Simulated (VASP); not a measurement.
# CsH (Immm) in VASP: a series of runs, part 3 of 3

VASP 6.6.1. Earlier steps stand in the parts before.

**5. Single point, r2SCAN (strain +0.0625 x Voigt [0, 0, 0, 0, 0, 1])**

Input file POSCAR:

```
CsH
1.0
    0.0996250000      3.1880000000      3.1880000000
    3.1880000000      0.0996250000      3.1880000000
    3.2876250000      3.2876250000      0.0000000000
Cs H
1 1
Direct
    0.0000000000      0.0000000000      0.0000000000
    0.5000000000      0.5000000000      0.5000000000
```

Input file INCAR.step1:

```
SYSTEM = CsH
PREC = Accurate ; ENCUT = 520
ISMEAR = 0 ; SIGMA = 0.05
LREAL = .False. ; LASPH = .True.
NELM = 100 ; NBANDS = 12
GGA = PE ; ALGO = Normal
EDIFF = 1E-4 ; LWAVE = .True.
LCHARG = .False.
```

Input file INCAR.step2:

```
SYSTEM = CsH
PREC = Accurate ; ENCUT = 520
EDIFF = 1E-6 ; ISMEAR = 0
SIGMA = 0.05 ; LREAL = .False.
LASPH = .True. ; NELM = 100
ALGO = Normal ; ISIF = 2
LWAVE = .False. ; LCHARG = .False.
METAGGA = R2SCAN ; LMIXTAU = .True.
NBANDS = 12 ; ISTART = 1
```

Input file KPOINTS:

```
Automatic mesh
0
Gamma
  6 6 6
  0 0 0
```

Potentials or basis: VASP PAW PBE potentials, release 64 (Cs_sv, H).

On the command line:

```sh
$ cat potpaw_PBE.64/Cs_sv/POTCAR potpaw_PBE.64/H/POTCAR > POTCAR
$ cp INCAR.step1 INCAR
$ mpirun -np 1 vasp_std > vasp.out
$ cp INCAR.step2 INCAR
$ mpirun -np 1 vasp_std > vasp.out
```

OUTCAR:

```text
SYSTEM = CsH
   PREC = Accurate
   ENCUT = 520
   EDIFF = 1E-6
   ISMEAR = 0
   LREAL = .False.
   LASPH = .True.
   NELM = 100
   ISIF = 2
   METAGGA = R2SCAN
   ISTART = 1

 ion  position               nearest neighbor table
   1  0.000  0.000  0.000-
   2  0.500  0.500  0.500-

  LATTYP: Found a body centered orthorhombic cell.
 ALAT       =     4.3676218107
 B/A-ratio  =     1.0645161290
 C/A-ratio  =     1.4598333547

  Lattice vectors:

 A1 = (   3.1880000000,   0.0996250000,  -3.1880000000)
 A2 = (  -3.1880000000,  -0.0996250000,  -3.1880000000)
 A3 = (   0.0996250000,   3.1880000000,   3.1880000000)

Analysis of symmetry for initial positions (statically):
=====================================================================
 Subroutine PRICEL returns:
 Original cell was already a primitive cell.

 Routine SETGRP: Setting up the symmetry group for a
 body centered orthorhombic supercell.

 Subroutine GETGRP returns: Found  8 space group operations
 (whereof  8 operations were pure point group operations)
 out of a pool of  8 trial point group operations.

The static configuration has the point symmetry D_2h.

Analysis of symmetry for dynamics (positions and initial velocities):
=====================================================================
 Subroutine PRICEL returns:
 Original cell was already a primitive cell.

 Routine SETGRP: Setting up the symmetry group for a
 body centered orthorhombic supercell.

 Subroutine GETGRP returns: Found  8 space group operations
 (whereof  8 operations were pure point group operations)
 out of a pool of  8 trial point group operations.

The dynamic configuration has the point symmetry D_2h.

 Subroutine INISYM returns: Found  8 space group operations
 (whereof  8 operations are pure point group operations),
 and found     1 'primitive' translations

----------------------------------------------------------------------------------------

                                     Primitive cell

  volume of cell :      64.7382

  direct lattice vectors                    reciprocal lattice vectors
     0.099625000  3.188000000  3.188000000    -0.161897438  0.161897438  0.156838143
     3.188000000  0.099625000  3.188000000     0.161897438 -0.161897438  0.156838143
     3.287625000  3.287625000  0.000000000     0.152085472  0.152085472 -0.156838143

  length of vectors
     4.509613414  4.509613414  4.649403863     0.277524348  0.277524348  0.266192007

  position of ions in fractional coordinates (direct lattice)
     0.000000000  0.000000000  0.000000000
     0.500000000  0.500000000  0.500000000

  ion indices of the primitive-cell ions
   primitive index   ion index
                 1           1
                 2           2

----------------------------------------------------------------------------------------

 KPOINTS: Automatic mesh

Automatic generation of k-mesh.
 Grid dimensions read from file:
 generate k-points for:    6    6    6

 Generating k-lattice:

  Cartesian coordinates                     Fractional coordinates (reciprocal lattice)
    -0.026982906  0.026982906  0.026139691     0.166666667  0.000000000  0.000000000
     0.026982906 -0.026982906  0.026139691     0.000000000  0.166666667  0.000000000
     0.025347579  0.025347579 -0.026139691     0.000000000  0.000000000  0.166666667
[... 40 lines left out ...]
   number of dos      NEDOS =    301   number of ions     NIONS =      2
   total plane-waves  NPLWV =  46656
   dimension x,y,z NGX =    36 NGY =   36 NGZ =   36
   dimension x,y,z NGXF=    72 NGYF=   72 NGZF=   72
   ions per type =               1   1
   NGX,Y,Z   is equivalent  to a cutoff of  13.27, 13.27, 12.87 a.u.
   NGXF,Y,Z  is equivalent  to a cutoff of  26.54, 26.54, 25.74 a.u.
 SYSTEM =  CsH
   PREC   = accura    normal or accurate (medium, high low for compatibility)
   ISTART =      1    job   : 0-new  1-cont  2-samecut
   ICHARG =      0    charge: 1-file 2-atom 10-const
   ISPIN  =      1    spin polarized calculation?
   LNONCOLLINEAR =      F non collinear calculations
   LSORBIT =      F    spin-orbit coupling
   LASPH  =      T    aspherical Exc in radial PAW
   ENCUT  =  520.0 eV  38.22 Ry    6.18 a.u.   8.38  8.38  8.64*2*pi/ulx,y,z
   NELM   =    100;   NELMIN=  2; NELMDL=  0     # of ELM steps
   EDIFF  = 0.1E-05   stopping-criterion for ELM
   LREAL  =      F    real-space projection
   EDIFFG = 0.1E-04   stopping-criterion for IOM
   NSW    =      0    number of steps for IOM
   IBRION =     -1    ionic relax: 0-MD 1-quasi-New 2-CG
   NFREE  =      0    steps in history (QN), initial steepest desc. (CG)
   ISIF   =      2    stress and relaxation
   ISYM   =      2    0-nonsym 1-usesym 2-fastsym
   POTIM  = 0.5000    time-step for ionic-motion
   TEBEG  =    0.0;   TEEND  =   0.0 temperature during run
   PSTRESS=    0.0 pullay stress
   NELECT =      10.0000    total number of electrons
   NUPDOWN=      -1.0000    fix difference up-down
   EMIN   =  10.00;   EMAX   =-10.00  energy-range for DOS
   EFERMI =   0.00;   METHOD = LEGACY
   ISMEAR =     0;   SIGMA  =   0.05  broadening in eV -4-tet -1-fermi 0-gaus
   EFERMI_NEDOS =   21; number of points for ismear=-14 and -15
   IALGO  =     38    algorithm
   IMIX   =      4    mixing-type and parameters
     AMIX     =   0.40;   BMIX     =  1.00
     AMIX_MAG =   1.60;   BMIX_MAG =  1.00
  volume/ion in A,a.u.               =      32.37       218.44
  Fermi-wavevector in a.u.,A,eV,Ry     =   0.878391  1.659919 10.497861  0.771571
  Thomas-Fermi vector in A             =   1.998471
   LORBIT       =      0    0 simple, 1 ext, 2 COOP (PROOUT), +10 PAW based schemes
   METAGGA = R2SCAN    functional components
   LHFCALC =     F    Hartree Fock is set to
   AEXX    =    0.0000 exact exchange contribution
   IVDW    =     0    specifies the selected vdW correction
   LEPSILON=     F    determine dielectric tensor
   LRPA    =     F    only Hartree local field effects (RPA)
 non-spin polarized calculation
 Gauss-broadening in eV      SIGMA  =   0.05
  energy-cutoff  :      520.00
  volume of cell :       64.74
 maximum number of plane-waves:      1766
 NGX is ok and might be reduce to    36
   NGX = 17   NGY = 17   NGZ = 17

 number of electron      10.0000001 magnetization

 Free energy of the ion-electron system (eV)
  ---------------------------------------------------
  ext. energy  EPLUGINS =         0.00000000
  ---------------------------------------------------
  free energy    TOTEN  =       -28.98505290 eV

  energy without entropy =      -28.98505290  energy(sigma->0) =      -28.98505290

 E-fermi :   0.1211     XC(G=0):  -7.5626

 val. band max:       -0.0918204098   @ k =   0.5000   0.0000   0.0000
 cond. band min:       2.5519176624   @ k =   0.0000   0.0000   0.5000
 fundamental gap:      2.6437380722
 Fermi energy:         0.1211486181

 k-point     1 :       0.0000    0.0000    0.0000
  band No.  band energies     occupation
      1     -22.1913      2.00000
      2      -8.2873      2.00000
      3      -8.2768      2.00000
      4      -8.2523      2.00000
      5      -1.7594      2.00000
      6       5.3014      0.00000
      7       5.4790      0.00000
      8       5.8768      0.00000
      9       6.3157      0.00000
     10       7.5140      0.00000
     11       7.5170      0.00000
     12       9.1162      0.00000
[... 331 lines left out ...]
 k-point    24 :       0.5000    0.5000    0.1667
  band No.  band energies     occupation
      1     -22.0934      2.00000
      2      -8.9295      2.00000
      3      -8.6168      2.00000
      4      -8.4580      2.00000
      5      -0.9991      2.00000
      6       3.5969      0.00000
      7       5.1811      0.00000
      8       7.2302      0.00000
      9       7.3814      0.00000
     10       9.0725      0.00000
     11       9.0746      0.00000
     12       9.9683      0.00000

 [... further k-points ...]

------------------------ aborting loop because EDIFF is reached ----------------------------------------

  FORCE on cell =-STRESS in cart. coord.  units (eV):
  Direction    XX          YY          ZZ          XY          YZ          ZX
  --------------------------------------------------------------------------------------
  -------------------------------------------------------------------------------------
  Total        0.0181579      0.0181579      0.0082353     -0.1190741      0.0000000      0.0000000
  in kB        0.4493813      0.4493813      0.2038109     -2.9469131      0.0000000      0.0000000
  external PRESSURE =       0.3675245 kB  Pullay stress =       0.0000000 kB

 VOLUME and BASIS-vectors are now :
 -----------------------------------------------------------------------------
  energy-cutoff  :      520.00
  volume of cell :       64.74
      direct lattice vectors                 reciprocal lattice vectors
     0.099625000  3.188000000  3.188000000    -0.161897438  0.161897438  0.156838143
     3.188000000  0.099625000  3.188000000     0.161897438 -0.161897438  0.156838143
     3.287625000  3.287625000  0.000000000     0.152085472  0.152085472 -0.156838143

 POSITION                                       TOTAL-FORCE (eV/Angst)
 -----------------------------------------------------------------------------------
      0.00000      0.00000      0.00000         0.000000      0.000000      0.000000
      3.28763      3.28763      3.18800        -0.000000     -0.000000      0.000000
 -----------------------------------------------------------------------------------
    total drift:                               -0.000000      0.000000      0.000000

  FREE ENERGIE OF THE ION-ELECTRON SYSTEM (eV)
  ---------------------------------------------------
  free  energy   TOTEN  =       -28.9850528991 eV

  energy  without entropy=      -28.9850528991  energy(sigma->0) =      -28.98505290
```

Run time: 85 s. Hardware: 1 thread of Intel Xeon Platinum 8488C (Sapphire Rapids), shared host; peak memory 0.22 GiB.

Results:

* Free energy: -28.9851 eV
* Pressure: 0.0 GPa
* Band gap on the k mesh: 2.64 eV (least direct gap 2.65 eV)

Stress tensor (GPa, compression positive):
```
 0.04 -0.29  0.00
-0.29  0.04  0.00
 0.00  0.00  0.02
```

Levels at points of the mesh, in eV from the valence-band top:
```csv
k point,band 2,band 3,band 4,band 5,band 6,band 7,band 8,band 9
"(0.00, 0.00, 0.00)",-8.20,-8.19,-8.16,-1.67,5.39,5.57,5.97,6.41
"(0.50, 0.00, 0.00)",-9.06,-8.30,-8.28,0.00,2.65,4.96,5.35,7.80
"(0.50, 0.50, 0.00)",-8.89,-8.49,-8.40,-1.17,3.48,6.06,8.63,8.68
"(0.00, 0.00, 0.50)",-9.00,-8.25,-8.25,-0.03,2.64,5.12,5.54,7.79
"(0.50, 0.00, 0.50)",-8.91,-8.45,-8.44,-1.16,3.48,6.06,8.53,8.94
```

Caveat: the cell differs from its parent crystal (strain +0.0625 x Voigt [0, 0, 0, 0, 0, 1]); the PAW data sets were made with another functional, which shifts forces and pressure a little; spin-orbit coupling is left out, which moves the levels of the heavy elements. A k mesh can miss the band edges.

**6. Overview**

| cell | gap on the mesh (eV) | pressure (GPa) |
| --- | --- | --- |
| a = 4.511, b = 4.511, c = 4.283 Å, angles 61.7, 61.7, 63.3°, 2 atoms | 2.63 | 0.0 |
| a = 4.510, b = 4.510, c = 4.678 Å, angles 58.8, 58.8, 57.5°, 2 atoms | 2.64 | 0.0 |
| a = 4.511, b = 4.511, c = 4.706 Å, angles 58.6, 58.6, 57.1°, 2 atoms | 2.64 | 0.0 |
| a = 4.510, b = 4.510, c = 4.649 Å, angles 59.0, 59.0, 57.9°, 2 atoms | 2.64 | 0.0 |

Alike in all rows: task single point; level r2SCAN; potentials or basis VASP PAW PBE potentials, release 64 (Cs_sv, H); no spin polarisation; k mesh 6 × 6 × 6; cutoff (eV) 520; smearing gaussian 0.05 eV.

Caveats: the PAW data sets were made with another functional, which shifts forces and pressure a little; spin-orbit coupling is left out, which moves the levels of the heavy elements.

Total energies depend on the potentials used, so only differences within one code and one set of settings carry meaning.
